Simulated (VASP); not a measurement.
# Hg: single point with PBE+D3(BJ)

Hg:

```
Hg
1.0
     3.30379    0.00000    0.00000
    -1.65189    2.86116    0.00000
     0.00000    0.00000   10.48131
Hg
4
Cartesian
  0.0000 0.0000 0.0000
  0.0000 1.9074 2.6203
  0.0000 0.0000 5.2407
  1.6519 0.9537 7.8610
```

This cell differs from its parent crystal: volume scaled by 0.97, then relaxed in part.

```json
{"Program": "VASP 6.6.1", "Task": "single point", "Functional": "PBE", "Dispersion": "D3(BJ)", "Potentials or basis": "VASP PAW PBE potentials, release 64 (Hg)", "Cutoff": "500 eV", "k mesh": "15 × 15 × 4", "Occupations": "gaussian, width 0.1 eV", "Spin": "no spin polarisation", "Dipole correction": "no", "Further INCAR settings": "ALGO = Normal; EDIFF = 1e-06; NBANDS = 32"}
```

The pressure is 0.9 GPa. The band gap on the k mesh is zero (band 24 reaches 2.39 eV, above the bottom of band 25 at 1.12 eV). The dispersion energy per atom is -0.423 eV.

Levels at points of the mesh, in eV from the Fermi level:
| k point | band 21 | band 22 | band 23 | band 24 | band 25 | band 26 | band 27 | band 28 |
| --- | --- | --- | --- | --- | --- | --- | --- | --- |
| (0.00, 0.00, 0.00) | -5.86 | -5.60 | -5.60 | -1.20 | -1.06 | 7.07 | 7.08 | 11.90 |
| (0.00, 0.00, 0.50) | -5.71 | -5.71 | -4.15 | -4.15 | 2.66 | 2.66 | 11.82 | 11.82 |

Wall time 58 s on 1 thread of Intel(R) Xeon(R) 6975P-C (Granite Rapids), with other jobs on the host, peak memory 0.32 GiB.

Caveat: spin-orbit coupling is left out, which moves the levels of the heavy elements; pairwise dispersion overbinds metals, which lowers pressure and volume.
